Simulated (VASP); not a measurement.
# Li (Im-3m) in VASP: notebook

Runs on Li. Level: PBEsol. Tasks: single point, relaxation of volume and atoms at fixed shape.

All numbers are computed with VASP 6.6.1; they aren't measurements. Logs are shortened: lines on timing, memory, paths and dates and some standing lists are left out, and cuts for length are marked.

## (1) The cell of the first run

Symmetry: Im-3m, No. 229, cubic system. The conventional cell has a = 3.434 Å, b = 3.434 Å, c = 3.434 Å, α = 90.00°, β = 90.00°, γ = 90.00°. Li (site symmetry m-3m) has 14 Li at 2.97 to 3.43 Å within 3.9 Å.

## (2) Single point, PBEsol

File INCAR:

```
SYSTEM = Li
PREC     = Accurate       ! precision mode
ENCUT    = 750            ! plane-wave cutoff, eV
EDIFF    = 1E-6           ! SCF threshold, eV
ISMEAR   = -1             ! smearing method
SIGMA    = 0.1            ! smearing width, eV
LREAL    = .False.        ! projectors in reciprocal space
LASPH    = .True.         ! aspherical terms in the spheres
NELM     = 120            ! most SCF steps
ALGO     = Normal         ! electronic algorithm
ISIF     = 2              ! what is computed and relaxed
LWAVE    = .False.        ! write WAVECAR
LCHARG   = .True.         ! write CHGCAR
GGA      = PS             ! functional
LELF     = .True.         ! ELF
LVHAR    = .True.       
NBANDS   = 8              ! bands
GGA_COMPAT= .False.
```

File KPOINTS:

```
regular mesh
0
Gamma
  10 10 10
  0 0 0
```

File POSCAR:

```
Li
1.0
   -1.7169152149      1.7169152149      1.7169152149
    1.7169152149     -1.7169152149      1.7169152149
    1.7169152149      1.7169152149     -1.7169152149
Li
1
Direct
    0.0000000000      0.0000000000      0.0000000000
```

Potentials or basis: VASP PAW PBE potentials, release 64 (Li_sv).

The run is started by

```bash
$ cat potpaw_PBE.64/Li_sv/POTCAR > POTCAR
$ mpirun -np 1 vasp_std > vasp.out
```

OUTCAR:

```text
SYSTEM = Li
   PREC = Accurate
   ENCUT = 750
   EDIFF = 1E-6
   ISMEAR = -1
   LREAL = .False.
   LASPH = .True.
   NELM = 120
   ISIF = 2
   GGA = PS

 ion  position               nearest neighbor table
   1  0.000  0.000  0.000-

  LATTYP: Found a body centered cubic cell.
 ALAT       =     3.4338304298

  Lattice vectors:

 A1 = (  -1.7169152149,   1.7169152149,   1.7169152149)
 A2 = (   1.7169152149,  -1.7169152149,   1.7169152149)
 A3 = (   1.7169152149,   1.7169152149,  -1.7169152149)

Analysis of symmetry for initial positions (statically):
=====================================================================
 Subroutine PRICEL returns:
 Original cell was already a primitive cell.

 Routine SETGRP: Setting up the symmetry group for a
 body centered cubic supercell.

 Subroutine GETGRP returns: Found 48 space group operations
 (whereof 48 operations were pure point group operations)
 out of a pool of 48 trial point group operations.

The static configuration has the point symmetry O_h .

Analysis of symmetry for dynamics (positions and initial velocities):
=====================================================================
 Subroutine PRICEL returns:
 Original cell was already a primitive cell.

 Routine SETGRP: Setting up the symmetry group for a
 body centered cubic supercell.

 Subroutine GETGRP returns: Found 48 space group operations
 (whereof 48 operations were pure point group operations)
 out of a pool of 48 trial point group operations.

The dynamic configuration has the point symmetry O_h .

 Subroutine INISYM returns: Found 48 space group operations
 (whereof 48 operations are pure point group operations),
 and found     1 'primitive' translations

----------------------------------------------------------------------------------------

                                     Primitive cell

  volume of cell :      20.2445

  direct lattice vectors                    reciprocal lattice vectors
    -1.716915215  1.716915215  1.716915215     0.000000000  0.291219972  0.291219972
     1.716915215 -1.716915215  1.716915215     0.291219972  0.000000000  0.291219972
     1.716915215  1.716915215 -1.716915215     0.291219972  0.291219972  0.000000000

  length of vectors
     2.973784384  2.973784384  2.973784384     0.411847233  0.411847233  0.411847233

  position of ions in fractional coordinates (direct lattice)
     0.000000000  0.000000000  0.000000000

  ion indices of the primitive-cell ions
   primitive index   ion index
                 1           1

----------------------------------------------------------------------------------------

 KPOINTS: regular mesh

Automatic generation of k-mesh.
 Grid dimensions read from file:
 generate k-points for:   10   10   10

 Generating k-lattice:

  Cartesian coordinates                     Fractional coordinates (reciprocal lattice)
     0.000000000  0.029121997  0.029121997     0.100000000  0.000000000  0.000000000
     0.029121997  0.000000000  0.029121997     0.000000000  0.100000000  0.000000000
     0.029121997  0.029121997  0.000000000     0.000000000  0.000000000  0.100000000

  Length of vectors
     0.041184723  0.041184723  0.041184723

  Shift w.r.t. Gamma in fractional coordinates (k-lattice)
     0.000000000  0.000000000  0.000000000

 Subroutine IBZKPT returns following result:
 ===========================================

 Found     47 irreducible k-points:

 Following reciprocal coordinates:
            Coordinates               Weight
  0.000000  0.000000  0.000000      1.000000
  0.100000  0.000000  0.000000     12.000000
  0.200000  0.000000  0.000000     12.000000
  0.300000  0.000000  0.000000     12.000000
  0.400000  0.000000  0.000000     12.000000
  0.500000  0.000000  0.000000      6.000000
[... 16 lines left out ...]
  0.300000  0.300000  0.100000      8.000000
 -0.300000  0.300000  0.100000     24.000000
 [... further k-points ...]
   k-points           NKPTS =     47   k-points in BZ     NKDIM =     47   number of bands    NBANDS=      8
   number of dos      NEDOS =    301   number of ions     NIONS =      1
   total plane-waves  NPLWV =  21952
   dimension x,y,z NGX =    28 NGY =   28 NGZ =   28
   dimension x,y,z NGXF=    56 NGYF=   56 NGZF=   56
   ions per type =               1
   NGX,Y,Z   is equivalent  to a cutoff of  15.65, 15.65, 15.65 a.u.
   NGXF,Y,Z  is equivalent  to a cutoff of  31.31, 31.31, 31.31 a.u.
 SYSTEM =  Li
   PREC   = accura    normal or accurate (medium, high low for compatibility)
   ISTART =      0    job   : 0-new  1-cont  2-samecut
   ICHARG =      2    charge: 1-file 2-atom 10-const
   ISPIN  =      1    spin polarized calculation?
   LNONCOLLINEAR =      F non collinear calculations
   LSORBIT =      F    spin-orbit coupling
   LASPH  =      T    aspherical Exc in radial PAW
   ENCUT  =  750.0 eV  55.12 Ry    7.42 a.u.   6.64  6.64  6.64*2*pi/ulx,y,z
   NELM   =    120;   NELMIN=  2; NELMDL= -5     # of ELM steps
   EDIFF  = 0.1E-05   stopping-criterion for ELM
   LREAL  =      F    real-space projection
   EDIFFG = 0.1E-04   stopping-criterion for IOM
   NSW    =      0    number of steps for IOM
   IBRION =     -1    ionic relax: 0-MD 1-quasi-New 2-CG
   NFREE  =      0    steps in history (QN), initial steepest desc. (CG)
   ISIF   =      2    stress and relaxation
   ISYM   =      2    0-nonsym 1-usesym 2-fastsym
   POTIM  = 0.5000    time-step for ionic-motion
   TEBEG  =    0.0;   TEEND  =   0.0 temperature during run
   PSTRESS=    0.0 pullay stress
   NELECT =       3.0000    total number of electrons
   NUPDOWN=      -1.0000    fix difference up-down
   EMIN   =  10.00;   EMAX   =-10.00  energy-range for DOS
   EFERMI =   0.00;   METHOD = LEGACY
   ISMEAR =    -1;   SIGMA  =   0.10  broadening in eV -4-tet -1-fermi 0-gaus
   EFERMI_NEDOS =   21; number of points for ismear=-14 and -15
   IALGO  =     38    algorithm
   IMIX   =      4    mixing-type and parameters
     AMIX     =   0.40;   BMIX     =  1.00
     AMIX_MAG =   1.60;   BMIX_MAG =  1.00
  volume/ion in A,a.u.               =      20.24       136.62
  Fermi-wavevector in a.u.,A,eV,Ry     =   0.866323  1.637113 10.211379  0.750515
  Thomas-Fermi vector in A             =   1.984695
   LORBIT       =      0    0 simple, 1 ext, 2 COOP (PROOUT), +10 PAW based schemes
   GGA     = PS    functional components
   LHFCALC =     F    Hartree Fock is set to
   AEXX    =    0.0000 exact exchange contribution
   IVDW    =     0    specifies the selected vdW correction
   LEPSILON=     F    determine dielectric tensor
   LRPA    =     F    only Hartree local field effects (RPA)
 non-spin polarized calculation
  energy-cutoff  :      750.00
  volume of cell :       20.24
 maximum number of plane-waves:       962
   NGX = 13   NGY = 13   NGZ = 13

 number of electron       3.0000004 magnetization

 Free energy of the ion-electron system (eV)
  ---------------------------------------------------
  ext. energy  EPLUGINS =         0.00000000
  ---------------------------------------------------
  free energy    TOTEN  =        -1.97032160 eV

  energy without entropy =       -1.95022571  energy(sigma->0) =       -1.96027365

 E-fermi :   0.6384     XC(G=0):  -7.0209

 val. band max:        0.6210457969   @ k =   0.3000   0.2000   0.0000
 cond. band min:       0.7307238909   @ k =  -0.3000   0.4000   0.2000
 fundamental gap:      0.1096780940
 Fermi energy:         0.6383631471

 k-point     1 :       0.0000    0.0000    0.0000
  band No.  band energies     occupation
      1     -45.2720      2.00000
      2      -2.9389      2.00000
      3      15.2744      0.00000
      4      15.2744      0.00000
      5      15.2744      0.00000
      6      20.0019      0.00000
      7      20.0019      0.00000
      8      20.0019      0.00000

 k-point     2 :       0.1000    0.0000    0.0000
  band No.  band energies     occupation
      1     -45.2700      2.00000
      2      -2.7491      2.00000
      3      13.9748      0.00000
      4      14.4289      0.00000
      5      14.9454      0.00000
      6      18.1411      0.00000
      7      18.2795      0.00000
      8      19.9556      0.00000

 k-point     3 :       0.2000    0.0000    0.0000
  band No.  band energies     occupation
      1     -45.2649      2.00000
      2      -2.1798      2.00000
      3      10.9295      0.00000
      4      13.0594      0.00000
      5      14.1330      0.00000
      6      16.5343      0.00000
      7      17.4122      0.00000
      8      19.9642      0.00000

 k-point     4 :       0.3000    0.0000    0.0000
  band No.  band energies     occupation
      1     -45.2585      2.00000
      2      -1.2387      2.00000
      3       7.8260      0.00000
      4      11.9455      0.00000
      5      13.2807      0.00000
      6      15.2716      0.00000
      7      17.4128      0.00000
      8      20.8412      0.00000

 k-point     5 :       0.4000    0.0000    0.0000
  band No.  band energies     occupation
      1     -45.2533      2.00000
      2      -0.0032      1.99673
      3       5.2274      0.00000
      4      11.2505      0.00000
      5      12.6942      0.00000
      6      14.5114      0.00000
      7      17.6491      0.00000
      8      22.2294      0.00000

 k-point     6 :       0.5000    0.0000    0.0000
  band No.  band energies     occupation
      1     -45.2514      2.00000
      2       0.8738      0.17340
      3       3.8885      0.00000
      4      11.0158      0.00000
      5      12.4894      0.00000
      6      14.2578      0.00000
      7      17.7882      0.00000
      8      23.2499      0.00000

 k-point     7 :       0.1000    0.1000    0.0000
  band No.  band energies     occupation
      1     -45.2665      2.00000
      2      -2.3691      2.00000
      3      12.4383      0.00000
      4      12.6757      0.00000
      5      13.9599      0.00000
      6      17.5068      0.00000
      7      17.7944      0.00000
      8      19.9355      0.00000
[... 133 lines left out ...]
 k-point    20 :       0.2000    0.2000    0.1000
  band No.  band energies     occupation
      1     -45.2529      2.00000
      2       0.2810      1.94540
      3       6.3713      0.00000
      4       7.7641      0.00000
      5      10.1879      0.00000
      6      20.1936      0.00000
      7      20.4305      0.00000
      8      23.4373      0.00000

 k-point    21 :       0.3000    0.2000    0.1000
  band No.  band energies     occupation
      1     -45.2505      2.00000
      2       1.6703      0.00007
      3       4.3740      0.00000
      4       7.0390      0.00000
      5       9.8827      0.00000
      6      20.6768      0.00000
      7      21.4004      0.00000
      8      24.3763      0.00000

 k-point    22 :      -0.2000    0.2000    0.1000
  band No.  band energies     occupation
      1     -45.2631      2.00000
      2      -1.9855      2.00000
      3      10.9416      0.00000
      4      11.9905      0.00000
      5      13.9719      0.00000
      6      15.5582      0.00000
      7      18.0612      0.00000
      8      19.7307      0.00000

 k-point    23 :       0.3000    0.3000    0.1000
  band No.  band energies     occupation
      1     -45.2497      2.00000
      2       3.1341      0.00000
      3       3.1341      0.00000
      4       6.1791      0.00000
      5       9.7497      0.00000
      6      21.7003      0.00000
      7      22.8635      0.00000
      8      22.8635      0.00000

 k-point    24 :      -0.3000    0.3000    0.1000
  band No.  band energies     occupation
      1     -45.2569      2.00000
      2      -1.0372      2.00000
      3       7.9259      0.00000
      4      10.8360      0.00000
      5      13.2109      0.00000
      6      15.9039      0.00000
      7      16.8706      0.00000
      8      20.5787      0.00000

 [... further k-points ...]
[... 5 lines left out ...]
  --------------------------------------------------------------------------------------
  -------------------------------------------------------------------------------------
  Total       -0.0087102     -0.0087102     -0.0087102      0.0000000      0.0000000      0.0000000
  in kB       -0.6893358     -0.6893358     -0.6893358      0.0000000      0.0000000      0.0000000
  external PRESSURE =      -0.6893358 kB  Pullay stress =       0.0000000 kB

 VOLUME and BASIS-vectors are now :
 -----------------------------------------------------------------------------
  energy-cutoff  :      750.00
  volume of cell :       20.24
      direct lattice vectors                 reciprocal lattice vectors
    -1.716915215  1.716915215  1.716915215     0.000000000  0.291219972  0.291219972
     1.716915215 -1.716915215  1.716915215     0.291219972  0.000000000  0.291219972
     1.716915215  1.716915215 -1.716915215     0.291219972  0.291219972  0.000000000

 POSITION                                       TOTAL-FORCE (eV/Angst)
 -----------------------------------------------------------------------------------
      0.00000      0.00000      0.00000         0.000000     -0.000000      0.000000
 -----------------------------------------------------------------------------------
    total drift:                                0.000000     -0.000000      0.000000

  FREE ENERGIE OF THE ION-ELECTRON SYSTEM (eV)
  ---------------------------------------------------
  free  energy   TOTEN  =        -1.9703216013 eV

  energy  without entropy=       -1.9502257070  energy(sigma->0) =       -1.96027365
```

It took 7.2 s on 1 thread of AMD EPYC 9R45 (Zen 5), shared host; peak memory 0.11 GiB.

What came out:

| Property | Result |
| --- | --- |
| Free energy | -1.9703 eV |
| Pressure | -0.1 GPa |
| Band gap on the k mesh | zero (an odd number of electrons rules out a gap without spin polarisation) |

Caveat: the PAW data sets were made with another functional, which shifts forces and pressure a little.

## (3) Relaxation of volume and atoms at fixed shape, PBEsol

This run uses another cell than the first one, of 21.61 Å³/atom.

File INCAR:

```
PREC = Accurate
ENCUT = 750
EDIFF = 1E-7
ISMEAR = -1
SIGMA = 0.1
LREAL = F
LASPH = T
NELM = 120
ALGO = Normal
ISIF = 8
LWAVE = F
LCHARG = F
GGA = PS
IBRION = 2
NSW = 80
EDIFFG = -0.03
GGA_COMPAT = F
NELMIN = 4
```

File KPOINTS:

```
regular mesh
0
Gamma
  10 10 10
```

File POSCAR:

```
Li
1.0
   -1.7546500000      1.7546500000      1.7546500000
    1.7546500000     -1.7546500000      1.7546500000
    1.7546500000      1.7546500000     -1.7546500000
Li
1
Direct
    0.0000000000      0.0000000000      0.0000000000
```

Potentials or basis: VASP PAW PBE potentials, release 64 (Li_sv).

The run is started by

```bash
$ cat potpaw_PBE.64/Li_sv/POTCAR > POTCAR
$ mpirun -np 1 vasp_std > vasp.out
```

Wall time 13 s (1 thread of AMD EPYC 9R45 (Zen 5), shared host); peak memory 0.11 GiB.

The run converged. Its results:

| Quantity | Value |
| --- | --- |
| Free energy | -1.9711 eV |
| Relaxed volume | 20.17 Å³/atom |
| Relaxed cell | a = 2.970 Å, b = 2.970 Å, c = 2.970 Å, α = 109.47°, β = 109.47°, γ = 109.47° |
| Space group after relaxing (to 0.1 Å) | Im-3m (No. 229) |
| Energy gained by relaxing | 4.1 meV/atom |
| Ionic steps | 3 |
| Pressure after relaxing | 0.0 GPa |
| Band gap on the k mesh | zero (an odd number of electrons rules out a gap without spin polarisation) |

Step by step:
```tsv
step	energy change (eV)	largest force (eV/Å)	pressure (GPa)	volume (Å³)
1	0.0000	0.0000	-0.87	21.61
2	-0.0018	0.0000	-0.67	21.24
3	-0.0041	0.0000	0.01	20.17
```

Final structure:
```
Li
1.0
    -1.71473    1.71473    1.71473
     1.71473   -1.71473    1.71473
     1.71473    1.71473   -1.71473
Li
1
Direct
  0.00000 0.00000 0.00000
```

Levels at points of the mesh, in eV from the Fermi level:
| k point | band 1 | band 2 | band 3 | band 4 | band 5 |
| --- | --- | --- | --- | --- | --- |
| (0.00, 0.00, 0.00) | -45.90 | -3.58 | 14.68 | 14.68 | 14.68 |
| (0.50, 0.00, 0.00) | -45.88 | 0.23 | 3.26 | 10.41 | 11.88 |
| (0.50, 0.50, 0.50) | -45.87 | 5.54 | 5.54 | 5.54 | 7.78 |

Caveat: the PAW data sets were made with another functional, which shifts forces and pressure a little.
